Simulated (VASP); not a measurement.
## Ru6Cl: single point with PBE

The system is Ru6Cl, a slab with vacuum.

```
Ru Cl
1.0
     2.71980    0.00000    0.00000
     0.00000    4.29666    0.00000
     0.00000    0.00000   20.83834
Ru Cl
6 1
Direct
  0.00000 0.75000 0.19195
  0.50000 0.25000 0.22963
  0.50000 0.75000 0.30499
  0.00000 0.25000 0.34074
  0.00000 0.75000 0.41686
  0.50000 0.25000 0.44813
  0.50000 0.75000 0.52251
```

```json
{
 "Program": "VASP 6.6.1",
 "Task": "single point",
 "Functional": "PBE",
 "Potentials or basis": "VASP PAW PBE potentials, release 64 (Ru_pv, Cl)",
 "Cutoff": "520 eV",
 "k mesh": "10 × 6 × 1",
 "Occupations": "gaussian, width 0.1 eV",
 "Spin": "no spin polarisation"
}
```

| Property | Result |
| --- | --- |
| Largest force | 1.305 eV/Å |
| Band gap on the k mesh | zero (an odd number of electrons rules out a gap without spin polarisation) |

Forces on the atoms (eV/Å):
```
Ru   0.000  0.000  0.824
Ru   0.000  0.000 -0.604
Ru   0.000  0.000  0.105
Ru   0.000  0.000 -0.295
Ru   0.000  0.000 -1.305
Ru   0.000  0.000  1.293
Cl   0.000  0.000 -0.019
```

Levels at points of the mesh, in eV from the Fermi level:
```
           k point  band 43  band 44  band 45  band 46  band 47  band 48
(0.00, 0.00, 0.00)    -1.29    -1.27    -1.03    -0.24    -0.20    -0.14
(0.50, 0.00, 0.00)     0.08     0.14     0.16     0.66     0.85     0.95
(0.00, 0.50, 0.00)    -0.76    -0.25    -0.16     0.01     0.10     0.35
(0.50, 0.50, 0.00)    -0.07     0.44     0.54     0.55     0.86     1.22
```

Wall time 8.1 min on 1 thread of Intel(R) Xeon(R) 6975P-C (Granite Rapids) (shared host), peak memory 0.44 GiB.
